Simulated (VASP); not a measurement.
Runs of VASP 6.6.1 on Ag. The structure is that of space group Fm-3m (No. 225), or close to it. The cells are those of the table. 

```tsv
task	spin	cell	k mesh	cutoff (eV)	gap on the mesh (eV)	pressure (GPa)
single point	off	a = 2.746 Å, angles 60.0°, 1 atom	22 × 22 × 22	520	none	21.7
single point	off	a = 2.940 Å, angles 60.0°, 1 atom	22 × 22 × 22	520	none	-7.4
single point	off	a = 2.865 Å, angles 60.0°, 1 atom	22 × 22 × 22	520	none	-0.1
single point	off	a = 2.976 Å, angles 60.0°, 1 atom	22 × 22 × 22	520	none	(a)
single point	off	a = 2.903 Å, angles 60.0°, 1 atom	22 × 22 × 22	520	none	(b)
relaxation of cell and atoms	off	relaxed from a = 2.889 Å, angles 60.0°, 1 atom	13 × 13 × 13	600	none	0.0
single point	non-collinear, zero start, SOC	a = 2.865 Å, angles 60.0°, 1 atom	13 × 13 × 13	520	-	-0.4
```

Alike in all rows: level PBEsol; potentials or basis VASP PAW PBE potentials, release 64 (Ag); smearing fermi-dirac 0.1 eV.

Task: Fill in the values left out.

Result: (a) -9.8; (b) -4.2.

Caveats: the PAW data sets were made with another functional, which shifts forces and pressure a little.

A k mesh can miss the band edges, and rows without SOC leave out spin-orbit coupling on Ag.

A gap of «none» marks levels without a gap at the run's occupations.
